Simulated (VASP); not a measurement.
The system is Hg.

```
CELL_PARAMETERS angstrom
0.00000 3.12000 3.12000
3.12000 0.00000 3.12000
3.12000 3.12000 0.00000
ATOMIC_POSITIONS crystal
Hg 0.00000 0.00000 0.00000
Hg 0.25000 0.25000 0.25000
```

```yaml
Program: VASP 6.6.1
Task: relaxation of cell and atoms
Functional: PBEsol
Potentials_or_basis: VASP PAW PBE potentials, release 64 (Hg)
Cutoff: 500 eV
k_mesh: 7 × 7 × 7
Occupations: fermi-dirac, width 0.1 eV
Spin: no spin polarisation
```

At the start: pressure 6.0 GPa; volume 30.37 Å³/atom.

Task: How do energy, volume and symmetry change on relaxing?

Result: Over 5 steps the energy falls by 91.3 meV/atom and the volume is 37.21 Å³/atom (+22.5 %); space group Fd-3m (No. 227, to 0.1 Å) before and after.

The path:
| step | energy change (eV) | largest force (eV/Å) | pressure (GPa) | volume (Å³) |
| --- | --- | --- | --- | --- |
| 1 | 0.0000 | 0.0000 | 6.01 | 60.74 |
| 2 | -0.1770 | 0.0000 | 0.61 | 71.32 |
| 3 | -0.1812 | 0.0000 | 0.29 | 72.83 |
| 4 | -0.1813 | 0.0000 | -0.26 | 75.92 |
| 5 | -0.1826 | 0.0000 | 0.00 | 74.41 |

Final structure:
```
CELL_PARAMETERS angstrom
0.00000 3.33844 3.33844
3.33844 0.00000 3.33844
3.33844 3.33844 0.00000
ATOMIC_POSITIONS crystal
Hg 0.00000 0.00000 0.00000
Hg 0.25000 0.25000 0.25000
```

Caveat: the volume moved by over 15 % at a fixed basis, so the end points are rough; the PAW data sets were made with another functional, which shifts forces and pressure a little.
